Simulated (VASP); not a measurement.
Mg5Te3, 8 atoms in the cell. Symmetry: P-3m1, No. 164, trigonal system. Conventional cell: a = 4.148 Å, b = 4.148 Å, c = 15.012 Å, α = 90.00°, β = 90.00°, γ = 120.00°. Within 3.9 Å of Mg (site symmetry 3m) lie 3 Te at 2.94 Å and 4 Mg at 3.33 to 3.46 Å. Mg (site symmetry -3m) has 12 Mg at 3.33 to 4.15 Å within 4.4 Å. Mg (site symmetry 3m) has 6 Te at 2.96 to 2.97 Å and 1 Mg at 3.46 Å within 3.9 Å. Within 3.9 Å of Te (site symmetry 3m) lie 6 Mg at 2.94 to 2.97 Å. Te (site symmetry -3m) has 6 Mg at 2.96 Å within 3.9 Å. 

| Property | Result |
| --- | --- |
| Program | VASP 6.6.1 |
| Task | single point |
| Functional | PBE |
| Potentials or basis | VASP PAW PBE potentials, release 64 (Mg, Te) |
| Cutoff | 520 eV |
| k mesh | 5 × 5 × 2 |
| Occupations | gaussian, width 0.2 eV |
| Spin | no spin polarisation |
| Dipole correction | no |
| Further INCAR settings | ALGO = Normal; EDIFF = 1e-07; NBANDS = 24 |

Potentials or basis: VASP PAW PBE potentials, release 64 (Mg, Te).

Run with:

```sh
$ cat potpaw_PBE.64/Mg/POTCAR potpaw_PBE.64/Te/POTCAR > POTCAR
$ mpirun -np 1 vasp_std > vasp.out
```

Hardware: 1 thread of Intel(R) Xeon(R) 6975P-C (Granite Rapids) (shared host).

Question: How long does it take, and how much memory?

Answer: Wall time 39 s on 1 thread of Intel(R) Xeon(R) 6975P-C (Granite Rapids) (shared host), peak memory 0.33 GiB. Counts: scf iterations 17, k points 10.
